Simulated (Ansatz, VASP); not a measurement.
## Ag: VASP and Ansatz over several settings

```
Ag
1.0
    -1.65565    1.65565    1.65565
     1.65565   -1.65565    1.65565
     1.65565    1.65565   -1.65565
Ag
1
Direct
  0.00000 0.00000 0.00000
```

Single points on this cell with VASP 6.6.1 and Ansatz 0.2.0. Each row is one pair of runs. Alike in all rows: spin: off; k mesh: 11 × 11 × 11; VASP's potentials, cutoff: VASP PAW PBE potentials, release 64 (Ag), 520 eV; Ansatz's potentials, cutoff: Ansatz PAW, 420 eV.

| level | smearing | gap on the k mesh at the Fermi level (eV), VASP | gap on the k mesh at the Fermi level (eV), Ansatz | pressure (GPa), VASP | pressure (GPa), Ansatz |
| --- | --- | --- | --- | --- | --- |
| PBE | gaussian, width 0.012 eV | none | none | -0.9 | -0.8 |
| PBE | gaussian, width 0.027 eV | none | none | -0.8 | -0.8 |
| PBE | gaussian, width 0.014 eV | none | none | -0.9 | -0.8 |
| PBE | gaussian, width 0.015 eV | none | none | -0.9 | -0.8 |
| PBE | gaussian, width 0.016 eV | none | none | -0.9 | -0.8 |
| PBE | gaussian, width 0.017 eV | none | none | -0.9 | -0.8 |
| PBE | gaussian, width 0.021 eV | none | none | -0.9 | -0.8 |
| PBE | gaussian, width 0.022 eV | none | none | -0.9 | -0.8 |

Pressure (GPa): the two programs differ by at most 0.12.

VASP's potentials hold 11 valence electrons a cell and Ansatz's 19, so a difference there can come from the potentials and not from the codes.

A gap of «none» marks a metal or a gap that the smearing closes.
